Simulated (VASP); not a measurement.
# TaN (CsCl type) (Pm-3m) in VASP: a series of runs, part 2 of 2

VASP 6.6.1.

## (4) Relaxation of cell and atoms, PBE, target pressure 260 GPa, at which the enthalpy is minimised

Contents of INCAR:

```
SYSTEM = TaN
  PREC = Accurate
  ENCUT = 600
  EDIFF = 1E-7
  ISMEAR = -1
  SIGMA = 0.1
  LREAL = .False.
  LASPH = .True.
  NELM = 100
  ALGO = Normal
  ISIF = 3
  LWAVE = .False.
  LCHARG = .False.
  GGA = PE
  IBRION = 2
  NSW = 32
  EDIFFG = -0.005
  PSTRESS = 2600.0
```

Contents of KPOINTS:

```
regular mesh
0
Gamma
  16 16 16
  0 0 0
```

Contents of POSCAR:

```
TaN
1.0
    2.4293273742      0.0000000000      0.0000000000
    0.0000000000      2.4293273742      0.0000000000
    0.0000000000      0.0000000000      2.4293273742
Ta N
1 1
Direct
    0.0000000000      0.0000000000      0.0000000000
    0.5000000000      0.5000000000      0.5000000000
```

Potentials or basis: VASP PAW PBE potentials, release 64 (Ta_pv, N).

Run with:

```
> cat potpaw_PBE.64/Ta_pv/POTCAR potpaw_PBE.64/N/POTCAR > POTCAR
> mpirun -np 1 vasp_std > vasp.out
```

OUTCAR:

```text
SYSTEM = TaN
   PREC = Accurate
   ENCUT = 600
   EDIFF = 1E-7
   ISMEAR = -1
   LREAL = .False.
   LASPH = .True.
   NELM = 100
   ISIF = 3
   GGA = PE
   IBRION = 2
   NSW = 32
   EDIFFG = -0.005
   PSTRESS = 2600.0

 ion  position               nearest neighbor table
   1  0.000  0.000  0.000-   2 2.10   2 2.10   2 2.10   2 2.10   2 2.10   2 2.10   2 2.10   2 2.10

   2  0.500  0.500  0.500-   1 2.10   1 2.10   1 2.10   1 2.10   1 2.10   1 2.10   1 2.10   1 2.10

  LATTYP: Found a simple cubic cell.
 ALAT       =     2.4293273742

  Lattice vectors:

 A1 = (   2.4293273742,   0.0000000000,   0.0000000000)
 A2 = (   0.0000000000,   2.4293273742,   0.0000000000)
 A3 = (   0.0000000000,   0.0000000000,   2.4293273742)

Analysis of symmetry for initial positions (statically):
=====================================================================
 Subroutine PRICEL returns:
 Original cell was already a primitive cell.

 Routine SETGRP: Setting up the symmetry group for a
 simple cubic supercell.

 Subroutine GETGRP returns: Found 48 space group operations
 (whereof 48 operations were pure point group operations)
 out of a pool of 48 trial point group operations.

The static configuration has the point symmetry O_h .

Analysis of symmetry for dynamics (positions and initial velocities):
[... 168 lines left out ...]
  Total       23.7876259     23.7876259     23.7876259      0.0000000     -0.0000000      0.0000000
  in kB     2658.2972984   2658.2972984   2658.2972984      0.0000000     -0.0000000      0.0000000
  external PRESSURE =      58.2972984 kB  Pullay stress =    2600.0000000 kB
[... 63 lines left out ...]
--------------------------------------- Ionic step        3  -------------------------------------------

 number of electron      16.0000003 magnetization

 Free energy of the ion-electron system (eV)
  ---------------------------------------------------
  ext. energy  EPLUGINS =         0.00000000
  ---------------------------------------------------
  free energy    TOTEN  =       -17.06751107 eV

  energy without entropy =      -17.06113185  energy(sigma->0) =      -17.06432146

 E-fermi :  14.3350     XC(G=0): -15.7930

 val. band max:       14.2681480186   @ k =   0.2500   0.1875   0.0625
 cond. band min:      14.4462651286   @ k =   0.2500   0.2500   0.1250
 fundamental gap:      0.1781171100
 Fermi energy:        14.3349569567

 k-point     1 :       0.0000    0.0000    0.0000
  band No.  band energies     occupation
      1     -20.4816      2.00000
      2     -20.4816      2.00000
      3     -20.4816      2.00000
      4      -7.6688      2.00000
      5       6.6037      2.00000
      6       6.6037      2.00000
      7      10.7359      2.00000
      8      10.7359      2.00000
      9      10.7359      2.00000
     10      20.1173      0.00000
     11      20.1173      0.00000
     12      20.1173      0.00000
[... 331 lines left out ...]
 k-point    24 :       0.5000    0.1250    0.0000
  band No.  band energies     occupation
      1     -24.1460      2.00000
      2     -20.6322      2.00000
      3     -19.9991      2.00000
      4      -2.9443      2.00000
      5       1.8902      2.00000
      6       7.0643      2.00000
      7       7.6056      2.00000
      8       9.3116      2.00000
      9      19.7784      0.00000
     10      19.9786      0.00000
     11      21.0132      0.00000
     12      21.2008      0.00000

 [... further k-points ...]
[... 5 lines left out ...]
  --------------------------------------------------------------------------------------
  -------------------------------------------------------------------------------------
  Total       23.3659529     23.3659529     23.3659529     -0.0000000     -0.0000000      0.0000000
  in kB     2599.0968033   2599.0968033   2599.0968033     -0.0000000     -0.0000000      0.0000000
  external PRESSURE =      -0.9031967 kB  Pullay stress =    2600.0000000 kB
[... 21 lines left out ...]
  energy  without entropy=      -17.0611318517  energy(sigma->0) =      -17.06432146

  enthalpy is  TOTEN    =         6.3065615470 eV   P V=       23.3740726161

 reached required accuracy - stopping structural energy minimisation
```

OSZICAR:

```text
N       E                     dE             d eps       ncg     rms          rms(c)
DAV:   1     0.113201149363E+03    0.11320E+03   -0.10104E+04  3968   0.165E+03
DAV:   2    -0.156049151894E+02   -0.12881E+03   -0.12210E+03  4736   0.400E+02
DAV:   3    -0.193133400897E+02   -0.37084E+01   -0.36344E+01  4744   0.661E+01
[... 26 lines left out ...]
DAV:   4    -0.170674532667E+02   -0.13896E-03   -0.51159E-04  4828   0.272E-01    0.104E-01
DAV:   5    -0.170675102644E+02   -0.56998E-04   -0.99787E-05  4820   0.103E-01    0.187E-02
DAV:   6    -0.170675117907E+02   -0.15263E-05   -0.38306E-06  4832   0.236E-02    0.905E-03
DAV:   7    -0.170675111468E+02    0.64388E-06   -0.86415E-08  2936   0.389E-03    0.620E-04
DAV:   8    -0.170675110691E+02    0.77663E-07   -0.11661E-08  2000   0.127E-03
   3 F= 0.63065615E+01 E0= 0.63097512E+01  d E =-.117788E-02
```

It took 62 s on 1 thread of Intel Xeon Platinum 8488C (Sapphire Rapids), shared host; peak memory 0.16 GiB.

What came out:

```yaml
Free_energy: -17.0675 eV
Relaxed_volume: 7.20 Å³/atom
Relaxed_cell: a = 2.433 Å, b = 2.433 Å, c = 2.433 Å, α = 90.00°, β = 90.00°, γ = 90.00°
Space_group_after_relaxing_to_0.05_Å: Pm-3m (No. 221)
Energy_change_on_relaxing_the_enthalpy_is_what_falls: -54.6 meV/atom
Ionic_steps: 3
Pressure_after_relaxing: 259.9 GPa
Band_gap_on_the_k_mesh: zero (band 8 reaches 23.77 eV, above the bottom of band 9 at 10.69 eV)
```

The path:
| step | energy change (eV) | largest force (eV/Å) | pressure (GPa) | volume (Å³) |
| --- | --- | --- | --- | --- |
| 1 | 0.0000 | 0.0000 | 265.83 | 14.34 |
| 2 | -0.8296 | 0.0000 | 220.53 | 14.89 |
| 3 | -0.1093 | 0.0000 | 259.91 | 14.40 |

Final structure:
```xyz
2
Lattice="2.4331 0.0000 0.0000 0.0000 2.4331 0.0000 0.0000 0.0000 2.4331" Properties=species:S:1:pos:R:3 pbc="T T T"
Ta    0.0000    0.0000    0.0000
N     1.2165    1.2165    1.2165
```

Caveat: the cell is relaxed towards a set pressure, so the enthalpy falls and the energy may rise; spin-orbit coupling is left out, which moves the levels of the heavy elements.

## (5) Summary

```tsv
task	cell	cutoff (eV)	gap on the mesh (eV)	pressure (GPa)
single point	a = 2.429 Å, 2 atoms	520	none	265.9
single point	a = 2.428 Å, 2 atoms	520	none	268.4
relaxation of cell and atoms	relaxed to 260 GPa from a = 2.429 Å, 2 atoms	600	none	259.9
```

Alike in all rows: level PBE; potentials or basis VASP PAW PBE potentials, release 64 (Ta_pv, N); no spin polarisation; k mesh 16 × 16 × 16; smearing fermi-dirac 0.1 eV.

Caveats: spin-orbit coupling is left out, which moves the levels of the heavy elements; the cell is relaxed towards a set pressure, so the enthalpy falls and the energy may rise (some runs).

Total energies depend on the potentials used, so only differences within one code and one set of settings carry meaning.
